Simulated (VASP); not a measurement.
Mn, 2 atoms in the cell. The structure is hexagonal, space group P6_3/mmc (No. 194). Conventional cell: a = 2.481 Å, b = 2.481 Å, c = 4.016 Å, α = 90.00°, β = 90.00°, γ = 120.00°. Mn (site symmetry -6m2) has 12 Mn at 2.47 to 2.48 Å within 3.3 Å. 

```yaml
Program: VASP 6.6.1
Task: single point
Functional: PBE
Potentials_or_basis: VASP PAW PBE potentials, release 64 (Mn_pv)
Cutoff: 520 eV
k_mesh: 18 × 18 × 10
Occupations: gaussian, width 0.1 eV
Spin: no spin polarisation
Dipole_correction: no
Further_INCAR_settings: ALGO = Normal; EDIFF = 1e-07; NBANDS = 20
```

Potentials or basis: VASP PAW PBE potentials, release 64 (Mn_pv).

The run is started by

```sh
$ cat potpaw_PBE.64/Mn_pv/POTCAR > POTCAR
$ mpirun -np 1 vasp_std > vasp.out
```

Hardware: 1 thread of AMD EPYC 9R45 (Zen 5), with other jobs on the host.

Problem. How long does it take, and how much memory?

Solution. Wall time 35 s on 1 thread of AMD EPYC 9R45 (Zen 5), with other jobs on the host, peak memory 0.15 GiB. Counts: scf iterations 15, k points 222.
